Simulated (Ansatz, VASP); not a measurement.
One calculation of Re, two programs

```
CELL_PARAMETERS angstrom
2.77908 0.00000 0.00000
-1.38954 2.40676 0.00000
0.00000 0.00000 4.48773
ATOMIC_POSITIONS crystal
Re 0.66667 0.33333 0.75000
Re 0.33333 0.66667 0.25000
```

Alike in both runs: task single point; functional PBEsol; k mesh 11 × 11 × 6; occupations fermi-dirac, width 0.05 eV; non-collinear spin, spin-orbit coupling.

```csv
,VASP,Ansatz
version,VASP 6.6.1,Ansatz 0.2.0
potentials or method,"VASP PAW PBE potentials, release 64 (Re)",Ansatz PAW
plane-wave cutoff (eV),520,420
valence electrons in the cell,14,30
```

|  | VASP | Ansatz | Ansatz less VASP |
| --- | --- | --- | --- |
| pressure (GPa) | -10.6 | -10.5 | +0.12 |
| traceless stress, the component that is largest in VASP (GPa) | -0.26 | -0.13 | +0.130 |

VASP's potentials were made for PBE, not for PBEsol. The functional is the same, so the differences come from potentials, cutoffs and numerics. VASP's potentials hold 14 valence electrons a cell and Ansatz's 30, so a difference there can come from the potentials and not from the codes.
